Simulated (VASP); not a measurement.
Here is a VASP 6.6.1 calculation.

The input INCAR:

```
ALGO = Normal
EDIFF = 1E-7
ENCUT = 520
GGA = PE
ISIF = 2
ISMEAR = 0
LASPH = T
LCHARG = F
LREAL = F
LWAVE = F
NBANDS = 26
NELM = 60
PREC = Accurate
SIGMA = 0.05
```

The input KPOINTS:

```
k-points
0
Gamma
  9 9 2
```

The input POSCAR:

```
MgO
1.0
    3.3899000000      0.0000000000      0.0000000000
   -1.6949500000      2.9357395163      0.0000000000
    0.0000000000      0.0000000000     11.3550000000
Mg O
4 4
Direct
    0.3333333333      0.6666666667      0.9694906392
    0.0000000000      0.0000000000      0.2208211786
    0.0000000000      0.0000000000      0.7208211786
    0.6666666667      0.3333333333      0.4694906392
    0.3333333333      0.6666666667      0.7800420079
    0.0000000000      0.0000000000      0.5296443544
    0.0000000000      0.0000000000      0.0296443544
    0.6666666667      0.3333333333      0.2800420079
```

Potentials or basis: VASP PAW PBE potentials, release 64 (Mg, O).

Launch:

```console
$ cat potpaw_PBE.64/Mg/POTCAR potpaw_PBE.64/O/POTCAR > POTCAR
$ mpirun -np 1 vasp_std > vasp.out
```

Problem. Predict the band gap on the k mesh.

Solution. 2.77 eV, direct.

Problem. Predict the pressure.

Solution. -12.3 GPa.

Stress tensor (GPa, compression positive):
```
-10.58   0.00   0.00
  0.00 -10.58   0.00
  0.00   0.00 -15.85
```

A hybrid or GW would open this gap; PBE tends to underestimate it.
